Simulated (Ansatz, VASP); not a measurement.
One calculation of HfN, two programs

```
CELL_PARAMETERS angstrom
0.00000 2.70030 2.45482
2.20934 0.00000 2.45482
2.20934 2.70030 0.00000
ATOMIC_POSITIONS crystal
Hf 0.00000 0.00000 0.00000
N 0.75000 0.75000 0.75000
```

Change from the starting cell: strain -0.1000 x Voigt [1, -1, 0, 0, 0, 0], atoms carried along.

Alike in both runs: task single point; functional PBEsol; k mesh 16 × 16 × 16; occupations gaussian, width 0.15 eV; no spin polarisation.

```csv
,VASP,Ansatz
version,VASP 6.6.1,Ansatz 0.2.0
potentials or method,"VASP PAW PBE potentials, release 64 (Hf_pv, N), cutoff 520 eV","scalar-relativistic, plane waves, PAW"
valence electrons in the cell,15,31
```

VASP gave:

| Item | Value |
| --- | --- |
| gap on the k mesh at the Fermi level (eV) | none |
| pressure (GPa) | -5.8 |
| traceless stress, the component that is largest in VASP (GPa) | -14.54 |

Problem. Which values does Ansatz return?

Solution. gap on the k mesh at the Fermi level (eV): none; pressure (GPa): -4.8; traceless stress, the component that is largest in VASP (GPa): -14.45.

VASP's potentials were made for PBE, not for PBEsol. A gap of «none» marks a metal or a gap that the smearing closes. VASP's potentials hold 15 valence electrons a cell and Ansatz's 31, so a difference there can come from the potentials and not from the codes.

Spin-orbit coupling is off throughout.
